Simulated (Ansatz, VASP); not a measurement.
## One calculation of SnGe5, two programs

```xyz
6
Lattice="3.0417 0.0000 0.0000 0.0000 4.4530 0.0000 0.0000 0.0000 9.3846" Properties=species:S:1:pos:R:3 pbc="T T T"
Sn    0.0000    0.0000    4.6923
Ge    0.0000    0.0000    1.3665
Ge    1.5208    2.2265    2.8017
Ge    1.5208    2.2265    6.5829
Ge    0.0000    0.0000    8.0181
Ge    1.5208    2.2265    0.0000
```

Alike in both runs: functional PBE; k mesh 6 × 4 × 2; occupations gaussian, width 0.1 eV; no spin polarisation.

Ansatz relaxed the structure, and its values are those at the end. VASP's run is a single point on that final structure, the one shown.

```csv
,VASP,Ansatz
version,VASP 6.6.1,Ansatz 0.2.0
potentials or method,"VASP PAW PBE potentials, release 64 (Sn_d, Ge_d), cutoff 520 eV","scalar-relativistic, plane waves, PAW"
valence electrons in the cell,84,84
```

Ansatz gave:

```
gap on the k mesh at the Fermi level (eV) : none
pressure (GPa)                            : 0.1
rms of the force components (eV/Å)        : 0.008
```

Question: Estimate VASP's values.

Answer: gap on the k mesh at the Fermi level (eV): none; pressure (GPa): 0.0; rms of the force components (eV/Å): 0.007.

A gap of «none» marks a metal or a gap that the smearing closes. The functional is the same, so the differences come from potentials, cutoffs and numerics.
